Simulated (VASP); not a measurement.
# AlN (AlN (P6_3mc)) (P6_3mc) in VASP: notebook

The runs below take AlN (AlN (P6_3mc)) through single point, with PBE.

Program: VASP 6.6.1. These are calculated values, not measurements. Logs are shortened: lines on timing, memory, paths and dates and some standing lists are left out, and cuts for length are marked.

### Step 1. The cell of the first run

The structure is hexagonal, space group P6_3mc (No. 186). Conventional cell: a = 3.130 Å, b = 3.130 Å, c = 5.017 Å, α = 90.00°, β = 90.00°, γ = 120.00°. Al (site symmetry 3m) has 4 N at 1.90 to 1.91 Å within 2.5 Å. Within 2.5 Å of N (site symmetry 3m) lie 4 Al at 1.90 to 1.91 Å.

### Step 2. Single point, PBE

File INCAR:

```
PREC = Accurate
ENCUT = 520
EDIFF = 1E-6
ISMEAR = 0
SIGMA = 0.01
LREAL = Auto
LASPH = True
NELM = 80
ALGO = Normal
ISIF = 2
LWAVE = False
LCHARG = False
GGA = PE
NBANDS = 46
```

File KPOINTS:

```
Automatic mesh
0
Gamma
  2 2 3
```

File POSCAR:

```
AlN
1.0
    6.2595139146      0.0000000574      0.0000000000
   -3.1297570070      5.4208980367      0.0000000000
    0.0000000000      0.0000000000      5.0174032967
Al N
8 8
Direct
    0.3333333333      0.1666666667      0.4992353700
    0.1666666667      0.3333333333      0.9992353700
    0.3333333333      0.6666666667      0.4992353700
    0.1666666667      0.8333333333      0.9992353700
    0.8333333333      0.1666666667      0.4992353700
    0.6666666667      0.3333333333      0.9992353700
    0.8333333333      0.6666666667      0.4992353700
    0.6666666667      0.8333333333      0.9992353700
    0.3333333333      0.1666666667      0.8807646300
    0.1666666667      0.3333333333      0.3807646300
    0.3333333333      0.6666666667      0.8807646300
    0.1666666667      0.8333333333      0.3807646300
    0.8333333333      0.1666666667      0.8807646300
    0.6666666667      0.3333333333      0.3807646300
    0.8333333333      0.6666666667      0.8807646300
    0.6666666667      0.8333333333      0.3807646300
```

Potentials or basis: VASP PAW PBE potentials, release 64 (Al, N).

Command:

```bash
$ cat potpaw_PBE.64/Al/POTCAR potpaw_PBE.64/N/POTCAR > POTCAR
$ mpirun -np 1 vasp_std > vasp.out
```

OUTCAR:

```text
PREC = Accurate
   ENCUT = 520
   EDIFF = 1E-6
   ISMEAR = 0
   LREAL = Auto
   LASPH = True
   NELM = 80
   ISIF = 2
   GGA = PE

 ion  position               nearest neighbor table
   1  0.333  0.167  0.499-  10 1.90  14 1.90  12 1.90   9 1.91   2 3.09   2 3.09   6 3.09   6 3.09
                             4 3.09   4 3.09   5 3.13   5 3.13   3 3.13   3 3.13   7 3.13   7 3.13
   2  0.167  0.333  0.999-   9 1.90  13 1.90  11 1.90  10 1.91   1 3.09   1 3.09   5 3.09   5 3.09
                             3 3.09   3 3.09   6 3.13   6 3.13   4 3.13   4 3.13   8 3.13   8 3.13
   3  0.333  0.667  0.499-  12 1.90  16 1.90  10 1.90  11 1.91   4 3.09   4 3.09   8 3.09   8 3.09
                             2 3.09   2 3.09   7 3.13   7 3.13   1 3.13   1 3.13   5 3.13   5 3.13
   4  0.167  0.833  0.999-  11 1.90  15 1.90   9 1.90  12 1.91   3 3.09   3 3.09   7 3.09   7 3.09
                             1 3.09   1 3.09   8 3.13   8 3.13   2 3.13   2 3.13   6 3.13   6 3.13
   5  0.833  0.167  0.499-  14 1.90  10 1.90  16 1.90  13 1.91   6 3.09   6 3.09   2 3.09   2 3.09
                             8 3.09   8 3.09   1 3.13   1 3.13   7 3.13   7 3.13   3 3.13   3 3.13
   6  0.667  0.333  0.999-  13 1.90   9 1.90  15 1.90  14 1.91   5 3.09   5 3.09   1 3.09   1 3.09
                             7 3.09   7 3.09   2 3.13   2 3.13   8 3.13   8 3.13   4 3.13   4 3.13
   7  0.833  0.667  0.499-  16 1.90  12 1.90  14 1.90  15 1.91   8 3.09   8 3.09   4 3.09   4 3.09
                             6 3.09   6 3.09   3 3.13   3 3.13   5 3.13   5 3.13   1 3.13   1 3.13
   8  0.667  0.833  0.999-  15 1.90  11 1.90  13 1.90  16 1.91   7 3.09   7 3.09   3 3.09   3 3.09
                             5 3.09   5 3.09   4 3.13   4 3.13   6 3.13   6 3.13   2 3.13   2 3.13
   9  0.333  0.167  0.881-   2 1.90   6 1.90   4 1.90   1 1.91
[... 14 lines left out ...]
 A1 = (   6.2595139146,   0.0000000574,   0.0000000000)
 A2 = (  -3.1297570070,   5.4208980367,   0.0000000000)
 A3 = (   0.0000000000,   0.0000000000,   5.0174032967)

Analysis of symmetry for initial positions (statically):
=====================================================================
 Subroutine PRICEL returns following result:

  LATTYP: Found a hexagonal cell.
 ALAT       =     3.1297569573
 C/A-ratio  =     1.6031287302

  Lattice vectors:

 A1 = (   3.1297569573,   0.0000000287,   0.0000000000)
 A2 = (  -1.5648785035,   2.7104490183,   0.0000000000)
 A3 = (   0.0000000000,   0.0000000000,   5.0174032967)

   4 primitive cells build up your supercell.

 Routine SETGRP: Setting up the symmetry group for a
 hexagonal supercell.

 Subroutine GETGRP returns: Found 12 space group operations
 (whereof  6 operations were pure point group operations)
 out of a pool of 24 trial point group operations.

The static configuration has the point symmetry C_3v.
 The point group associated with its full space group is C_6v.
[... 120 lines left out ...]
   NUPDOWN=      -1.0000    fix difference up-down
   EMIN   =  10.00;   EMAX   =-10.00  energy-range for DOS
   EFERMI =   0.00;   METHOD = LEGACY
   ISMEAR =     0;   SIGMA  =   0.01  broadening in eV -4-tet -1-fermi 0-gaus
   EFERMI_NEDOS =   21; number of points for ismear=-14 and -15
   IALGO  =     38    algorithm
   IMIX   =      4    mixing-type and parameters
     AMIX     =   0.40;   BMIX     =  1.00
     AMIX_MAG =   1.60;   BMIX_MAG =  1.00
  volume/ion in A,a.u.               =      10.64        71.81
  Fermi-wavevector in a.u.,A,eV,Ry     =   1.181511  2.232733 18.993310  1.395969
  Thomas-Fermi vector in A             =   2.317783
   LORBIT       =      0    0 simple, 1 ext, 2 COOP (PROOUT), +10 PAW based schemes
   GGA     = PE    functional components
   LHFCALC =     F    Hartree Fock is set to
   AEXX    =    0.0000 exact exchange contribution
   IVDW    =     0    specifies the selected vdW correction
   LEPSILON=     F    determine dielectric tensor
   LRPA    =     F    only Hartree local field effects (RPA)
 non-spin polarized calculation
 Gauss-broadening in eV      SIGMA  =   0.01
  energy-cutoff  :      520.00
  volume of cell :      170.25
 maximum number of plane-waves:      4626
 NGX is ok and might be reduce to    48
   NGX = 23   NGY = 23   NGZ = 19

 number of electron      63.9999991 magnetization

 Free energy of the ion-electron system (eV)
  ---------------------------------------------------
  ext. energy  EPLUGINS =         0.00000000
  ---------------------------------------------------
  free energy    TOTEN  =      -118.99133887 eV

  energy without entropy =     -118.99133887  energy(sigma->0) =     -118.99133887

 E-fermi :   6.0376     XC(G=0): -10.8253

 val. band max:        5.9818190076   @ k =   0.0000   0.0000   0.0000
 cond. band min:      10.0241780927   @ k =   0.0000   0.0000   0.0000
 fundamental gap:      4.0423590851
 Fermi energy:         6.0375575012

 k-point     1 :       0.0000    0.0000    0.0000
  band No.  band energies     occupation
      1      -9.0909      2.00000
      2      -7.1738      2.00000
      3      -7.1738      2.00000
      4      -7.1738      2.00000
      5      -7.0042      2.00000
      6      -6.4974      2.00000
[... 177 lines left out ...]
     43      14.7088      0.00000
     44      14.7088      0.00000
 [bands above 44 left out]

------------------------ aborting loop because EDIFF is reached ----------------------------------------

  FORCE on cell =-STRESS in cart. coord.  units (eV):
  Direction    XX          YY          ZZ          XY          YZ          ZX
  --------------------------------------------------------------------------------------
  -------------------------------------------------------------------------------------
  Total       -0.0981854     -0.0981854     -0.4272351     -0.0000000      0.0000000      0.0000000
  in kB       -0.9239889     -0.9239889     -4.0205613     -0.0000000      0.0000000      0.0000000
  external PRESSURE =      -1.9561797 kB  Pullay stress =       0.0000000 kB

 VOLUME and BASIS-vectors are now :
 -----------------------------------------------------------------------------
  energy-cutoff  :      520.00
  volume of cell :      170.25
      direct lattice vectors                 reciprocal lattice vectors
     6.259513915  0.000000057  0.000000000     0.159756813  0.092235641  0.000000000
    -3.129757007  5.420898037  0.000000000    -0.000000002  0.184471279  0.000000000
     0.000000000  0.000000000  5.017403297     0.000000000  0.000000000  0.199306283

 POSITION                                       TOTAL-FORCE (eV/Angst)
 -----------------------------------------------------------------------------------
      1.56488      0.90348      2.50487        -0.000000     -0.000000     -0.012269
     -0.00000      1.80697      5.01357        -0.000000      0.000000     -0.012269
     -0.00000      3.61393      2.50487         0.000000     -0.000000     -0.012269
     -1.56488      4.51742      5.01357        -0.000000      0.000000     -0.012269
      4.69464      0.90348      2.50487        -0.000000     -0.000000     -0.012269
      3.12976      1.80697      5.01357        -0.000000      0.000000     -0.012269
[... 8 lines left out ...]
      3.12976      3.61393      4.41915         0.000000      0.000000      0.012269
      1.56488      4.51742      1.91045        -0.000000      0.000000      0.012269
 -----------------------------------------------------------------------------------
    total drift:                               -0.000000     -0.000000      0.035526

  FREE ENERGIE OF THE ION-ELECTRON SYSTEM (eV)
  ---------------------------------------------------
  free  energy   TOTEN  =      -118.9913388729 eV

  energy  without entropy=     -118.9913388729  energy(sigma->0) =     -118.99133887
```

stdout:

```text
POSCAR found type information on POSCAR AlN
 POSCAR found :  2 types and      16 ions
 scaLAPACK will be used
 LDA part: xc-table for (Slater+PW92), standard interpolation
 POSCAR, INCAR and KPOINTS ok, starting setup
 FFT: planning ... GRIDC
 FFT: planning ... GRID_SOFT
 FFT: planning ... GRID
 WAVECAR not read
 entering main loop
```

Wall time 58 s (1 thread of Intel Xeon Platinum 8259CL at 2.50GHz (Skylake/Cascade Lake), shared host); peak memory 0.29 GiB.

What came out:

* Free energy: -118.9913 eV
* Pressure: -0.2 GPa
* Largest force: 0.012 eV/Å
* Band gap on the k mesh: 4.04 eV

Forces on the atoms (eV/Å):
```
Al   0.000  0.000 -0.012
Al   0.000  0.000 -0.012
Al   0.000  0.000 -0.012
Al   0.000  0.000 -0.012
Al   0.000  0.000 -0.012
Al   0.000  0.000 -0.012
Al   0.000  0.000 -0.012
Al   0.000  0.000 -0.012
N    0.000  0.000  0.012
N    0.000  0.000  0.012
N    0.000  0.000  0.012
N    0.000  0.000  0.012
N    0.000  0.000  0.012
N    0.000  0.000  0.012
N    0.000  0.000  0.012
N    0.000  0.000  0.012
```

Caveat: the k points lie up to 0.58 Å⁻¹ apart.

### Step 3. Single point, PBE

File INCAR:

```
SYSTEM = AlN
ALGO = Normal
EDIFF = 1E-7
ENCUT = 520
GGA = PE
ISIF = 2
ISMEAR = -1
LASPH = .TRUE.
LCHARG = .TRUE.
LELF = .TRUE.
LREAL = Auto
LVHAR = .TRUE.
LWAVE = .FALSE.
NBANDS = 46
NELM = 60
PREC = Accurate
SIGMA = 0.01
```

File KPOINTS:

```
k-points
0
G
  2 2 3
  0 0 0
```

POSCAR is that of step 2.

Potentials or basis: VASP PAW PBE potentials, release 64 (Al, N).

Command:

```bash
$ cat potpaw_PBE.64/Al/POTCAR potpaw_PBE.64/N/POTCAR > POTCAR
$ mpirun -np 1 vasp_std > vasp.out
```

Wall time 70 s (1 thread of Intel Xeon Platinum 8259CL at 2.50GHz (Skylake/Cascade Lake), shared host); peak memory 0.29 GiB.

It converged, with:

```yaml
Free_energy: -118.9913 eV
Pressure: -0.2 GPa
Largest_force: 0.012 eV/Å
Band_gap_on_the_k_mesh: 4.04 eV
```

Forces on the atoms (eV/Å):
```
Al   0.000  0.000 -0.012
Al   0.000  0.000 -0.012
Al   0.000  0.000 -0.012
Al   0.000  0.000 -0.012
Al   0.000  0.000 -0.012
Al   0.000  0.000 -0.012
Al   0.000  0.000 -0.012
Al   0.000  0.000 -0.012
N    0.000  0.000  0.012
N    0.000  0.000  0.012
N    0.000  0.000  0.012
N    0.000  0.000  0.012
N    0.000  0.000  0.012
N    0.000  0.000  0.012
N    0.000  0.000  0.012
N    0.000  0.000  0.012
```

Stress tensor (GPa, compression positive):
```
-0.10  0.00  0.00
 0.00 -0.10  0.00
 0.00  0.00 -0.41
```

Levels at points of the mesh, in eV from the valence-band top:
| k point | band 30 | band 31 | band 32 | band 33 | band 34 | band 35 |
| --- | --- | --- | --- | --- | --- | --- |
| (0.00, 0.00, 0.00) | -0.20 | -0.20 | 0.00 | 4.04 | 5.75 | 5.75 |
| (0.50, 0.00, 0.00) | -0.43 | -0.41 | -0.41 | 5.70 | 5.70 | 6.05 |

Caveat: the k points lie up to 0.58 Å⁻¹ apart. As with any semilocal functional, this PBE gap is likely too small.
